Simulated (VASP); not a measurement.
# Al2Cu (I4/mmm) in VASP: notebook, part 2 of 2

VASP 6.6.1. The steps go on from the part before.

## (3) Single point, PBE

This run uses another cell than the first one, of 18.76 Å³/atom, 1.017 times its volume.

INCAR

```
ALGO     = Fast           # electronic algorithm
EDIFF    = 1E-7           # SCF threshold, eV
ENCUT    = 520            # plane-wave cutoff, eV
GGA      = PE             # functional
ISIF     = 2              # what is computed and relaxed
ISMEAR   = 0              # smearing method
LASPH    = T              # aspherical terms in the spheres
LCHARG   = F              # write CHGCAR
LREAL    = F              # projectors in reciprocal space
LWAVE    = F              # write WAVECAR
NBANDS   = 16             # bands
NELM     = 80             # most SCF steps
PREC     = Accurate       # precision mode
SIGMA    = 0.15           # smearing width, eV
```

KPOINTS

```
k-points
0
Gamma
  14 14 14
```

POSCAR

```
Al2Cu
1.0
   -2.1877176703      2.1877176703      2.9396000000
    2.1877176703     -2.1877176703      2.9396000000
    2.1877176703      2.1877176703     -2.9396000000
Al Cu
2 1
Direct
    0.7500000000      0.2500000000      0.5000000000
    0.2500000000      0.7500000000      0.5000000000
    0.5000000000      0.5000000000      0.0000000000
```

Potentials or basis: VASP PAW PBE potentials, release 64 (Al, Cu).

Run with:

```
> cat potpaw_PBE.64/Al/POTCAR potpaw_PBE.64/Cu/POTCAR > POTCAR
> mpirun -np 1 vasp_std > vasp.out
```

OUTCAR:

```text
EDIFF = 1E-7
   ENCUT = 520
   GGA = PE
   ISIF = 2
   ISMEAR = 0
   LASPH = T
   LREAL = F
   NELM = 80
   PREC = Accurate

 ion  position               nearest neighbor table
   1  0.750  0.250  0.500-   3 2.64   3 2.64   3 2.64   3 2.64   2 2.94   2 2.94   2 3.09   2 3.09
                             2 3.09   2 3.09
   2  0.250  0.750  0.500-   3 2.64   3 2.64   3 2.64   3 2.64   1 2.94   1 2.94   1 3.09   1 3.09
                             1 3.09   1 3.09
   3  0.500  0.500  0.000-   1 2.64   2 2.64   1 2.64   2 2.64   2 2.64   1 2.64   2 2.64   1 2.64

  LATTYP: Found a body centered tetragonal cell.
 ALAT       =     4.3754353406
 C/A-ratio  =     1.3436834377

  Lattice vectors:

 A1 = (  -2.1877176703,   2.1877176703,   2.9396000000)
 A2 = (   2.1877176703,  -2.1877176703,   2.9396000000)
 A3 = (   2.1877176703,   2.1877176703,  -2.9396000000)

Analysis of symmetry for initial positions (statically):
=====================================================================
 Subroutine PRICEL returns:
 Original cell was already a primitive cell.

 Routine SETGRP: Setting up the symmetry group for a
 body centered tetragonal supercell.

 Subroutine GETGRP returns: Found 16 space group operations
 (whereof 16 operations were pure point group operations)
 out of a pool of 16 trial point group operations.

The static configuration has the point symmetry D_4h.

Analysis of symmetry for dynamics (positions and initial velocities):
=====================================================================
 Subroutine PRICEL returns:
 Original cell was already a primitive cell.

 Routine SETGRP: Setting up the symmetry group for a
 body centered tetragonal supercell.

 Subroutine GETGRP returns: Found 16 space group operations
 (whereof 16 operations were pure point group operations)
 out of a pool of 16 trial point group operations.

The dynamic configuration has the point symmetry D_4h.

 Subroutine INISYM returns: Found 16 space group operations
 (whereof 16 operations are pure point group operations),
 and found     1 'primitive' translations

----------------------------------------------------------------------------------------

                                     Primitive cell

  volume of cell :      56.2770

  direct lattice vectors                    reciprocal lattice vectors
    -2.187717670  2.187717670  2.939600000     0.000000000  0.228548687  0.170091169
     2.187717670 -2.187717670  2.939600000     0.228548687  0.000000000  0.170091169
     2.187717670  2.187717670 -2.939600000     0.228548687  0.228548687  0.000000000

  length of vectors
     4.267723675  4.267723675  4.267723675     0.284895609  0.284895609  0.323216652

  position of ions in fractional coordinates (direct lattice)
     0.750000000  0.250000000  0.500000000
     0.250000000  0.750000000  0.500000000
     0.500000000  0.500000000  0.000000000

  ion indices of the primitive-cell ions
   primitive index   ion index
                 1           1
                 2           2
                 3           3

----------------------------------------------------------------------------------------

 KPOINTS: k-points

Automatic generation of k-mesh.
 Grid dimensions read from file:
 generate k-points for:   14   14   14

 Generating k-lattice:

  Cartesian coordinates                     Fractional coordinates (reciprocal lattice)
     0.000000000  0.016324906  0.012149369     0.071428571  0.000000000  0.000000000
     0.016324906  0.000000000  0.012149369     0.000000000  0.071428571  0.000000000
     0.016324906  0.016324906  0.000000000     0.000000000  0.000000000  0.071428571

  Length of vectors
     0.020349686  0.020349686  0.023086904

  Shift w.r.t. Gamma in fractional coordinates (k-lattice)
     0.000000000  0.000000000  0.000000000

 Subroutine IBZKPT returns following result:
 ===========================================

 Found    244 irreducible k-points:

 Following reciprocal coordinates:
            Coordinates               Weight
  0.000000  0.000000  0.000000      1.000000
  0.071429  0.000000 -0.000000      8.000000
  0.142857  0.000000 -0.000000      8.000000
  0.214286  0.000000 -0.000000      8.000000
  0.285714  0.000000 -0.000000      8.000000
  0.357143 -0.000000  0.000000      8.000000
[... 16 lines left out ...]
  0.214286  0.142857 -0.000000     16.000000
  0.285714  0.142857 -0.000000     16.000000
 [... further k-points ...]
   k-points           NKPTS =    244   k-points in BZ     NKDIM =    244   number of bands    NBANDS=     16
   number of dos      NEDOS =    301   number of ions     NIONS =      3
   total plane-waves  NPLWV =  32768
   dimension x,y,z NGX =    32 NGY =   32 NGZ =   32
   dimension x,y,z NGXF=    64 NGYF=   64 NGZF=   64
   ions per type =               2   1
   NGX,Y,Z   is equivalent  to a cutoff of  12.47, 12.47, 12.47 a.u.
   NGXF,Y,Z  is equivalent  to a cutoff of  24.93, 24.93, 24.93 a.u.
 SYSTEM =  unknown system
   PREC   = accura    normal or accurate (medium, high low for compatibility)
   ISTART =      0    job   : 0-new  1-cont  2-samecut
   ICHARG =      2    charge: 1-file 2-atom 10-const
   ISPIN  =      1    spin polarized calculation?
   LNONCOLLINEAR =      F non collinear calculations
   LSORBIT =      F    spin-orbit coupling
   LASPH  =      T    aspherical Exc in radial PAW
   ENCUT  =  520.0 eV  38.22 Ry    6.18 a.u.   7.94  7.94  7.94*2*pi/ulx,y,z
   NELM   =     80;   NELMIN=  2; NELMDL= -5     # of ELM steps
   EDIFF  = 0.1E-06   stopping-criterion for ELM
   LREAL  =      F    real-space projection
   EDIFFG = 0.1E-05   stopping-criterion for IOM
   NSW    =      0    number of steps for IOM
   IBRION =     -1    ionic relax: 0-MD 1-quasi-New 2-CG
   NFREE  =      0    steps in history (QN), initial steepest desc. (CG)
   ISIF   =      2    stress and relaxation
   ISYM   =      2    0-nonsym 1-usesym 2-fastsym
   POTIM  = 0.5000    time-step for ionic-motion
   TEBEG  =    0.0;   TEEND  =   0.0 temperature during run
   PSTRESS=    0.0 pullay stress
   NELECT =      17.0000    total number of electrons
   NUPDOWN=      -1.0000    fix difference up-down
   EMIN   =  10.00;   EMAX   =-10.00  energy-range for DOS
   EFERMI =   0.00;   METHOD = LEGACY
   ISMEAR =     0;   SIGMA  =   0.15  broadening in eV -4-tet -1-fermi 0-gaus
   EFERMI_NEDOS =   21; number of points for ismear=-14 and -15
   IALGO  =     68    algorithm
   IMIX   =      4    mixing-type and parameters
     AMIX     =   0.40;   BMIX     =  1.00
     AMIX_MAG =   1.60;   BMIX_MAG =  1.00
  volume/ion in A,a.u.               =      18.76       126.59
  Fermi-wavevector in a.u.,A,eV,Ry     =   1.098451  2.075772 16.416731  1.206596
  Thomas-Fermi vector in A             =   2.234829
   LORBIT       =      0    0 simple, 1 ext, 2 COOP (PROOUT), +10 PAW based schemes
   GGA     = PE    functional components
   LHFCALC =     F    Hartree Fock is set to
   AEXX    =    0.0000 exact exchange contribution
   IVDW    =     0    specifies the selected vdW correction
   LEPSILON=     F    determine dielectric tensor
   LRPA    =     F    only Hartree local field effects (RPA)
 non-spin polarized calculation
 RMM-DIIS sequential band-by-band and
 Gauss-broadening in eV      SIGMA  =   0.15
  energy-cutoff  :      520.00
  volume of cell :       56.28
 maximum number of plane-waves:      1538
   NGX = 15   NGY = 15   NGZ = 15

 number of electron      17.0000013 magnetization

 Free energy of the ion-electron system (eV)
  ---------------------------------------------------
  ext. energy  EPLUGINS =         0.00000000
  ---------------------------------------------------
  free energy    TOTEN  =       -11.45679021 eV

  energy without entropy =      -11.44529915  energy(sigma->0) =      -11.45104468

 E-fermi :   5.4726     XC(G=0):  -9.7947

 val. band max:        5.4693883123   @ k =  -0.2143   0.2143   0.0000
 cond. band min:       5.4800368990   @ k =  -0.3571   0.1429  -0.0000
 fundamental gap:      0.0106485867
 Fermi energy:         5.4726437659

 k-point     1 :       0.0000    0.0000    0.0000
  band No.  band energies     occupation
      1      -3.7352      2.00000
      2       1.5355      2.00000
      3       1.5754      2.00000
      4       1.5754      2.00000
      5       2.0036      2.00000
      6       2.0592      2.00000
[... 8 lines left out ...]
     15      11.2578      0.00000
     16      12.0920      0.00000
[... 419 lines left out ...]
 k-point    24 :       0.2857    0.1429   -0.0000
  band No.  band energies     occupation
      1      -2.2098      2.00000
      2       0.8208      2.00000
      3       1.6382      2.00000
      4       1.7260      2.00000
      5       1.9951      2.00000
      6       2.0832      2.00000
[... 8 lines left out ...]
     15      11.9654      0.00000
     16      15.1510      0.00000

 [... further k-points ...]
[... 5 lines left out ...]
  --------------------------------------------------------------------------------------
  -------------------------------------------------------------------------------------
  Total       -3.7484723     -3.7484723     -2.7792319      0.0000000      0.0000000      0.0000000
  in kB     -106.7171228   -106.7171228    -79.1233371      0.0000000      0.0000000      0.0000000
  external PRESSURE =     -97.5191942 kB  Pullay stress =       0.0000000 kB

 VOLUME and BASIS-vectors are now :
 -----------------------------------------------------------------------------
  energy-cutoff  :      520.00
  volume of cell :       56.28
      direct lattice vectors                 reciprocal lattice vectors
    -2.187717670  2.187717670  2.939600000     0.000000000  0.228548687  0.170091169
     2.187717670 -2.187717670  2.939600000     0.228548687  0.000000000  0.170091169
     2.187717670  2.187717670 -2.939600000     0.228548687  0.228548687  0.000000000

 POSITION                                       TOTAL-FORCE (eV/Angst)
 -----------------------------------------------------------------------------------
     -0.00000      2.18772      1.46980        -0.000000     -0.000000      0.000000
      2.18772     -0.00000      1.46980         0.000000     -0.000000     -0.000000
      0.00000      0.00000      2.93960        -0.000000      0.000000     -0.000000
 -----------------------------------------------------------------------------------
    total drift:                               -0.000000      0.000000     -0.000000

  FREE ENERGIE OF THE ION-ELECTRON SYSTEM (eV)
  ---------------------------------------------------
  free  energy   TOTEN  =       -11.4567902085 eV

  energy  without entropy=      -11.4452991501  energy(sigma->0) =      -11.45104468
```

Run time: 3.9 min. Hardware: 1 thread of AMD EPYC 9R45 (Zen 5), shared host; peak memory 0.3 GiB.

What came out:

```
Free energy : -11.4568 eV
Pressure    : -9.8 GPa
```

Stress tensor (GPa, compression positive):
```
-10.67   0.00   0.00
  0.00 -10.67   0.00
  0.00   0.00  -7.91
```

Levels at points of the mesh, in eV from the Fermi level:
| k point | band 5 | band 6 | band 7 | band 8 | band 9 | band 10 | band 11 | band 12 | band 13 | band 14 |
| --- | --- | --- | --- | --- | --- | --- | --- | --- | --- | --- |
| (0.00, 0.00, 0.00) | -3.47 | -3.41 | 2.10 | 2.62 | 2.62 | 2.63 | 2.78 | 2.78 | 3.14 | 5.79 |
| (0.50, 0.00, 0.00) | -3.45 | -3.40 | -3.38 | 0.46 | 0.81 | 2.33 | 2.51 | 3.17 | 3.85 | 8.63 |
| (0.50, 0.50, 0.00) | -3.48 | -3.34 | -3.27 | -1.74 | -1.39 | -0.07 | 1.74 | 8.43 | 8.45 | 9.78 |
| (0.50, 0.50, 0.50) | -3.49 | -3.34 | -3.18 | -1.85 | -1.85 | -0.58 | 1.44 | 8.60 | 8.92 | 8.92 |

## (4) Single point, PBE

This run uses another cell than the first one, of 19.07 Å³/atom, 1.033 times its volume.

INCAR

```
SYSTEM = Al2Cu
PREC = Accurate
ENCUT = 520
EDIFF = 1E-7
ISMEAR = 0
SIGMA = 0.15
LREAL = .False.
LASPH = .True.
NELM = 60
ALGO = Fast
ISIF = 2
LWAVE = .False.
LCHARG = .False.
GGA = PE
NBANDS = 16
```

KPOINTS

```
regular mesh
0
Gamma
  14 14 14
  0 0 0
```

POSCAR

```
Al2Cu
1.0
   -2.1877176703      2.1877176703      2.9878000000
    2.1877176703     -2.1877176703      2.9878000000
    2.1877176703      2.1877176703     -2.9878000000
Al Cu
2 1
Direct
    0.7500000000      0.2500000000      0.5000000000
    0.2500000000      0.7500000000      0.5000000000
    0.5000000000      0.5000000000      0.0000000000
```

Run with:

```
> cat potpaw_PBE.64/Al/POTCAR potpaw_PBE.64/Cu/POTCAR > POTCAR
> mpirun -np 1 vasp_std > vasp.out
```

Run time: 3.7 min. Hardware: 1 thread of AMD EPYC 9R45 (Zen 5), shared host; peak memory 0.31 GiB.

It converged, with:

* Free energy: -11.4070 eV
* Pressure: -10.4 GPa

Stress tensor (GPa, compression positive):
```
-10.98   0.00   0.00
  0.00 -10.98   0.00
  0.00   0.00  -9.30
```

Levels at points of the mesh, in eV from the Fermi level:
```csv
k point,band 7,band 8,band 9,band 10,band 11,band 12
"(0.00, 0.00, 0.00)",2.16,2.47,2.52,2.52,2.81,2.81
"(0.50, 0.00, 0.00)",-3.35,0.52,0.76,2.38,2.52,2.95
"(0.50, 0.50, 0.00)",-3.23,-1.70,-1.46,-0.19,1.71,8.45
"(0.50, 0.50, 0.50)",-3.17,-1.77,-1.77,-0.52,1.51,8.53
```

## (5) The runs side by side

| cell | gap on the mesh (eV) | pressure (GPa) |
| --- | --- | --- |
| a = 4.235 Å, angles 117.8, 117.8, 93.9°, 3 atoms | none | -8.8 |
| a = 4.268 Å, angles 118.3, 118.3, 92.9°, 3 atoms | none | -9.8 |
| a = 4.301 Å, angles 118.9, 118.9, 92.0°, 3 atoms | none | -10.4 |

Alike in all rows: task single point; level PBE; potentials or basis VASP PAW PBE potentials, release 64 (Al, Cu); no spin polarisation; k mesh 14 × 14 × 14; cutoff (eV) 520; smearing gaussian 0.15 eV.

Total energies depend on the potentials used, so only differences within one code and one set of settings carry meaning.
